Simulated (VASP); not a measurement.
Here is a VASP 6.6.1 calculation.

INCAR

```
SYSTEM = GaSb
PREC = Accurate ; ENCUT = 520
EDIFF = 1E-6 ; ISMEAR = 0
SIGMA = 0.02 ; LREAL = .False.
LASPH = .True. ; NELM = 80
ALGO = Normal ; ISIF = 2
LWAVE = .False. ; LCHARG = .False.
NBANDS = 16
```

Contents of KPOINTS:

```
Automatic mesh
0
Gamma
  8 8 8
  0 0 0
```

Contents of POSCAR:

```
GaSb
1.0
   -2.7534340000      2.7534340000      1.6013117133
    2.7534340000     -2.7534340000      1.6013117133
    2.7534340000      2.7534340000     -1.6013117133
Ga Sb
1 1
Direct
    0.2500000000      0.7500000000      0.5000000000
    0.0000000000      0.0000000000      0.0000000000
```

Potentials or basis: VASP PAW LDA potentials, release 64 (Ga_d, Sb).

Run with:

```console
$ cat potpaw_LDA.64/Ga_d/POTCAR potpaw_LDA.64/Sb/POTCAR > POTCAR
$ mpirun -np 1 vasp_std > vasp.out
```

Q: Predict the band gap on the k mesh.

A: Zero (band 9 reaches 8.08 eV, above the bottom of band 10 at 4.29 eV).

Q: Estimate the pressure.

A: -4.4 GPa.

Stress tensor (GPa, compression positive):
```
-4.83  0.00  0.00
 0.00 -4.83  0.00
 0.00  0.00 -3.53
```

Caveat: spin-orbit coupling is left out, which moves the levels of the heavy elements.
